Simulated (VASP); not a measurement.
# VAu (R-3m) in VASP: single point with PBEsol

Aim: the single point of VAu with PBEsol.

Program: VASP 6.6.1. These are calculated values, not measurements. Logs are shortened: lines on timing, memory, paths and dates and some standing lists are left out, and cuts for length are marked.

## (1) The cell of the first run

It takes space group R-3m (No. 166, trigonal). Conventional cell: a = 2.821 Å, b = 2.821 Å, c = 13.833 Å, α = 90.00°, β = 90.00°, γ = 120.00°. Within 3.7 Å of V (site symmetry -3m) lie 6 V at 2.82 Å and 6 Au at 2.82 Å. Within 3.7 Å of Au (site symmetry -3m) lie 6 Au at 2.82 Å and 6 V at 2.82 Å.

## (2) Single point, PBEsol

POSCAR

```
VAu
1.0
    1.4104010158      0.8142954061      4.6110877943
   -1.4104010158      0.8142954061      4.6110877943
    0.0000000000     -1.6285908123      4.6110877943
V Au
1 1
Direct
    0.5000000000      0.5000000000      0.5000000000
    0.0000000000      0.0000000000      0.0000000000
```

INCAR.step1

```
SYSTEM = VAu
PREC     = Accurate       ! precision mode
ENCUT    = 400            ! plane-wave cutoff, eV
EDIFF    = 1E-6           ! SCF threshold, eV
ISMEAR   = -1             ! smearing method
SIGMA    = 0.05           ! smearing width, eV
LREAL    = .FALSE.        ! projectors in reciprocal space
LASPH    = .TRUE.         ! aspherical terms in the spheres
NELM     = 120            ! most SCF steps
ALGO     = Normal         ! electronic algorithm
ISIF     = 2              ! what is computed and relaxed
LWAVE    = .FALSE.        ! write WAVECAR
LCHARG   = .TRUE.         ! write CHGCAR
LMAXMIX  = 4              ! l up to which the mixer works
GGA      = PS             ! functional
NBANDS   = 19             ! bands
GGA_COMPAT= .FALSE.      
NEDOS    = 2001           ! points of the DOS
LORBIT   = 11             ! projections on sites
```

KPOINTS.step1

```
Automatic mesh
0
G
  14 14 14
  0 0 0
```

INCAR.step2

```
SYSTEM = VAu
PREC     = Accurate       ! precision mode
ENCUT    = 400            ! plane-wave cutoff, eV
EDIFF    = 1E-6           ! SCF threshold, eV
ISMEAR   = -5             ! smearing method
SIGMA    = 0.05           ! smearing width, eV
LREAL    = .FALSE.        ! projectors in reciprocal space
LASPH    = .TRUE.         ! aspherical terms in the spheres
NELM     = 120            ! most SCF steps
ALGO     = Normal         ! electronic algorithm
ISIF     = 2              ! what is computed and relaxed
LWAVE    = .FALSE.        ! write WAVECAR
LCHARG   = .FALSE.        ! write CHGCAR
LMAXMIX  = 4              ! l up to which the mixer works
GGA      = PS             ! functional
LORBIT   = 11             ! projections on sites
NEDOS    = 2001           ! points of the DOS
ICHARG   = 11             ! starting density
GGA_COMPAT= .FALSE.
```

KPOINTS.step2

```
Automatic mesh
0
G
  21 21 21
  0 0 0
```

Potentials or basis: VASP PAW PBE potentials, release 64 (V_sv, Au).

On the command line:

```console
> cat potpaw_PBE.64/V_sv/POTCAR potpaw_PBE.64/Au/POTCAR > POTCAR
> cp INCAR.step1 INCAR
> cp KPOINTS.step1 KPOINTS
> mpirun -np 1 vasp_std > vasp.out
> cp INCAR.step2 INCAR
> cp KPOINTS.step2 KPOINTS
> mpirun -np 1 vasp_std > vasp.out
```

OUTCAR:

```text
SYSTEM = VAu
   PREC = Accurate
   ENCUT = 400
   EDIFF = 1E-6
   ISMEAR = -5
   LREAL = .FALSE.
   LASPH = .TRUE.
   NELM = 120
   ISIF = 2
   GGA = PS
   LORBIT = 11
   ICHARG = 11

 ion  position               nearest neighbor table
   1  0.500  0.500  0.500-   2 2.82   2 2.82   2 2.82   2 2.82   2 2.82   2 2.82
   2  0.000  0.000  0.000-   1 2.82   1 2.82   1 2.82   1 2.82   1 2.82   1 2.82

  LATTYP: Found a trigonal (rhomboedric) cell.
 ALAT       =     4.8902391230
 COS(alpha) =     0.8336376570

  Lattice vectors:

 A1 = (   1.4104010158,   0.8142954061,   4.6110877943)
 A2 = (  -1.4104010158,   0.8142954061,   4.6110877943)
 A3 = (   0.0000000000,  -1.6285908123,   4.6110877943)

Analysis of symmetry for initial positions (statically):
=====================================================================
 Subroutine PRICEL returns:
 Original cell was already a primitive cell.

 Routine SETGRP: Setting up the symmetry group for a
 trigonal (rhombohedral) supercell.

 Subroutine GETGRP returns: Found 12 space group operations
 (whereof 12 operations were pure point group operations)
 out of a pool of 12 trial point group operations.

The static configuration has the point symmetry D_3d.

Analysis of symmetry for dynamics (positions and initial velocities):
=====================================================================
 Subroutine PRICEL returns:
 Original cell was already a primitive cell.

 Routine SETGRP: Setting up the symmetry group for a
 trigonal (rhombohedral) supercell.

 Subroutine GETGRP returns: Found 12 space group operations
 (whereof 12 operations were pure point group operations)
 out of a pool of 12 trial point group operations.

The dynamic configuration has the point symmetry D_3d.

 Subroutine INISYM returns: Found 12 space group operations
 (whereof 12 operations are pure point group operations),
 and found     1 'primitive' translations

----------------------------------------------------------------------------------------

                                     Primitive cell

  volume of cell :      31.7745

  direct lattice vectors                    reciprocal lattice vectors
     1.410401016  0.814295406  4.611087794     0.354509104  0.204675926  0.072289522
    -1.410401016  0.814295406  4.611087794    -0.354509104  0.204675926  0.072289522
     0.000000000 -1.628590812  4.611087794     0.000000000 -0.409351853  0.072289522

  length of vectors
     4.890239123  4.890239123  4.890239123     0.415685836  0.415685836  0.415685836

  position of ions in fractional coordinates (direct lattice)
     0.500000000  0.500000000  0.500000000
     0.000000000  0.000000000  0.000000000

  ion indices of the primitive-cell ions
   primitive index   ion index
                 1           1
                 2           2

----------------------------------------------------------------------------------------

 KPOINTS: Automatic mesh

Automatic generation of k-mesh.
 Grid dimensions read from file:
 generate k-points for:   21   21   21

 Generating k-lattice:

  Cartesian coordinates                     Fractional coordinates (reciprocal lattice)
     0.016881386  0.009746473  0.003442358     0.047619048 -0.000000000  0.000000000
    -0.016881386  0.009746473  0.003442358    -0.000000000  0.047619048  0.000000000
     0.000000000 -0.019492945  0.003442358     0.000000000  0.000000000  0.047619048

  Length of vectors
     0.019794564  0.019794564  0.019794564

  Shift w.r.t. Gamma in fractional coordinates (k-lattice)
     0.000000000  0.000000000  0.000000000

 TETIRR: Found   4641 inequivalent tetrahedra from    55566

 Subroutine IBZKPT returns following result:
 ===========================================

 Found    891 irreducible k-points:

 Following reciprocal coordinates:
            Coordinates               Weight
  0.000000  0.000000  0.000000      1.000000
  0.047619  0.000000  0.000000      6.000000
  0.095238  0.000000  0.000000      6.000000
  0.142857  0.000000  0.000000      6.000000
  0.190476  0.000000  0.000000      6.000000
  0.238095  0.000000  0.000000      6.000000
[... 16 lines left out ...]
 -0.428571  0.047619  0.000000     12.000000
 -0.380952  0.047619 -0.000000     12.000000
 [... further k-points ...]
   k-points           NKPTS =    891   k-points in BZ     NKDIM =    891   number of bands    NBANDS=     16
   number of dos      NEDOS =   2001   number of ions     NIONS =      2
   total plane-waves  NPLWV =  32768
   dimension x,y,z NGX =    32 NGY =   32 NGZ =   32
   dimension x,y,z NGXF=    64 NGYF=   64 NGZF=   64
   ions per type =               1   1
   NGX,Y,Z   is equivalent  to a cutoff of  10.88, 10.88, 10.88 a.u.
   NGXF,Y,Z  is equivalent  to a cutoff of  21.76, 21.76, 21.76 a.u.
 SYSTEM =  VAu
   PREC   = accura    normal or accurate (medium, high low for compatibility)
   ISTART =      0    job   : 0-new  1-cont  2-samecut
   ICHARG =     11    charge: 1-file 2-atom 10-const
   ISPIN  =      1    spin polarized calculation?
   LNONCOLLINEAR =      F non collinear calculations
   LSORBIT =      F    spin-orbit coupling
   LASPH  =      T    aspherical Exc in radial PAW
   ENCUT  =  400.0 eV  29.40 Ry    5.42 a.u.   7.97  7.97  7.97*2*pi/ulx,y,z
   NELM   =    120;   NELMIN=  2; NELMDL=  0     # of ELM steps
   EDIFF  = 0.1E-05   stopping-criterion for ELM
   LREAL  =      F    real-space projection
   EDIFFG = 0.1E-04   stopping-criterion for IOM
   NSW    =      0    number of steps for IOM
   IBRION =     -1    ionic relax: 0-MD 1-quasi-New 2-CG
   NFREE  =      0    steps in history (QN), initial steepest desc. (CG)
   ISIF   =      2    stress and relaxation
   ISYM   =      2    0-nonsym 1-usesym 2-fastsym
   POTIM  = 0.5000    time-step for ionic-motion
   TEBEG  =    0.0;   TEEND  =   0.0 temperature during run
   PSTRESS=    0.0 pullay stress
   NELECT =      24.0000    total number of electrons
   NUPDOWN=      -1.0000    fix difference up-down
   EMIN   =  10.00;   EMAX   =-10.00  energy-range for DOS
   EFERMI =   0.00;   METHOD = LEGACY
   ISMEAR =    -5;   SIGMA  =   0.05  broadening in eV -4-tet -1-fermi 0-gaus
   EFERMI_NEDOS =   21; number of points for ismear=-14 and -15
   IALGO  =     38    algorithm
   IMIX   =      4    mixing-type and parameters
     AMIX     =   0.40;   BMIX     =  1.00
     AMIX_MAG =   1.60;   BMIX_MAG =  1.00
  volume/ion in A,a.u.               =      15.89       107.21
  Fermi-wavevector in a.u.,A,eV,Ry     =   1.490913  2.817416 30.243305  2.222820
  Thomas-Fermi vector in A             =   2.603634
   LORBIT       =     11    0 simple, 1 ext, 2 COOP (PROOUT), +10 PAW based schemes
   GGA     = PS    functional components
   LHFCALC =     F    Hartree Fock is set to
   AEXX    =    0.0000 exact exchange contribution
   IVDW    =     0    specifies the selected vdW correction
   LEPSILON=     F    determine dielectric tensor
   LRPA    =     F    only Hartree local field effects (RPA)
 non-spin polarized calculation
 Fermi weights with tetrahedron method with Bloechl corrections
  energy-cutoff  :      400.00
  volume of cell :       31.77
 maximum number of plane-waves:       594

 number of electron      23.9999990 magnetization

 Free energy of the ion-electron system (eV)
  ---------------------------------------------------
  ext. energy  EPLUGINS =         0.00000000
  ---------------------------------------------------
  free energy    TOTEN  =       -13.17902377 eV

  energy without entropy =      -13.17902377  energy(sigma->0) =      -13.17902377

 E-fermi :   9.3770     XC(G=0): -12.7485

 val. band max:        9.4095342158   @ k =  -0.2857  -0.4762   0.0952
 cond. band min:       9.3527030605   @ k =  -0.1905  -0.4762   0.1429
 fundamental gap:     -0.0568311553
 Fermi energy:         9.3770069320

 k-point     1 :       0.0000    0.0000    0.0000
  band No.  band energies     occupation
      1     -54.7436      2.00000
      2     -28.8387      2.00000
      3     -28.3787      2.00000
      4     -28.3787      2.00000
      5       0.0286      2.00000
      6       2.8314      2.00000
[... 8 lines left out ...]
     15      11.0486      0.00000
     16      11.0486      0.00000

 k-point     2 :       0.0476    0.0000    0.0000
  band No.  band energies     occupation
      1     -54.7425      2.00000
      2     -28.8378      2.00000
      3     -28.3884      2.00000
      4     -28.3811      2.00000
      5       0.1080      2.00000
      6       2.8724      2.00000
[... 8 lines left out ...]
     15      11.0318      0.00000
     16      11.1696      0.00000

 k-point     3 :       0.0952    0.0000    0.0000
  band No.  band energies     occupation
      1     -54.7386      2.00000
      2     -28.8344      2.00000
      3     -28.4154      2.00000
      4     -28.3876      2.00000
      5       0.3422      2.00000
      6       2.9902      2.00000
[... 8 lines left out ...]
     15      10.9832      0.00000
     16      11.5172      0.00000

 k-point     4 :       0.1429    0.0000    0.0000
  band No.  band energies     occupation
      1     -54.7322      2.00000
      2     -28.8289      2.00000
      3     -28.4574      2.00000
      4     -28.3975      2.00000
      5       0.7172      2.00000
      6       3.1672      2.00000
[... 8 lines left out ...]
     15      10.9070      0.00000
     16      12.0262      0.00000
[... 324 lines left out ...]
 k-point    22 :      -0.4762    0.0476    0.0000
  band No.  band energies     occupation
      1     -54.6800      2.00000
      2     -28.7829      2.00000
      3     -28.7813      2.00000
      4     -28.4807      2.00000
      5       2.2871      2.00000
      6       3.3004      2.00000
[... 8 lines left out ...]
     15      11.9366      0.00000
     16      12.8610      0.00000

 k-point    23 :      -0.4286    0.0476    0.0000
  band No.  band energies     occupation
      1     -54.6813      2.00000
      2     -28.7836      2.00000
      3     -28.7732      2.00000
      4     -28.4785      2.00000
      5       2.3018      2.00000
      6       3.3348      2.00000
[... 8 lines left out ...]
     15      11.8606      0.00000
     16      13.4680      0.00000

 k-point    24 :      -0.3810    0.0476   -0.0000
  band No.  band energies     occupation
      1     -54.6854      2.00000
      2     -28.7870      2.00000
      3     -28.7480      2.00000
      4     -28.4720      2.00000
      5       2.3436      2.00000
      6       3.4315      2.00000
[... 8 lines left out ...]
     15      11.6990      0.00000
     16      14.7036      0.00000

 [... further k-points ...]

------------------------ aborting loop because EDIFF is reached ----------------------------------------

  FORCE on cell =-STRESS in cart. coord.  units (eV):
  Direction    XX          YY          ZZ          XY          YZ          ZX
  --------------------------------------------------------------------------------------
  -------------------------------------------------------------------------------------
  Total       -2.2782548     -2.2782548     -1.8733167      0.0000000      0.0000000      0.0000000
  in kB     -114.8771480   -114.8771480    -94.4588294      0.0000000      0.0000000      0.0000000
  external PRESSURE =    -108.0710418 kB  Pullay stress =       0.0000000 kB

 VOLUME and BASIS-vectors are now :
 -----------------------------------------------------------------------------
  energy-cutoff  :      400.00
  volume of cell :       31.77
      direct lattice vectors                 reciprocal lattice vectors
     1.410401016  0.814295406  4.611087794     0.354509104  0.204675926  0.072289522
    -1.410401016  0.814295406  4.611087794    -0.354509104  0.204675926  0.072289522
     0.000000000 -1.628590812  4.611087794     0.000000000 -0.409351853  0.072289522

 POSITION                                       TOTAL-FORCE (eV/Angst)
 -----------------------------------------------------------------------------------
      0.00000     -0.00000      6.91663         0.000000     -0.000000     -0.000000
      0.00000      0.00000      0.00000        -0.000000      0.000000      0.000000
 -----------------------------------------------------------------------------------
    total drift:                               -0.000000      0.000000      0.000000

  FREE ENERGIE OF THE ION-ELECTRON SYSTEM (eV)
  ---------------------------------------------------
  free  energy   TOTEN  =       -13.1790237702 eV

  energy  without entropy=      -13.1790237702  energy(sigma->0) =      -13.17902377

 total charge

# of ion       s       p       d       tot
------------------------------------------
    1        2.275   6.160   2.935  11.371
    2        0.635   0.502   8.627   9.764
--------------------------------------------------
tot          2.910   6.663  11.562  21.135
```

Run time: 10 min. Hardware: 1 thread of Oxide Virtual Turin-like, shared host; peak memory 0.42 GiB.

What came out:

```yaml
Valence_electrons_inside_the_program's_atomic_spheres: V 11.37; Au 9.76
```

Caveat: the PAW data sets were made with another functional, which shifts forces and pressure a little; spin-orbit coupling is left out, which moves the levels of the heavy elements.
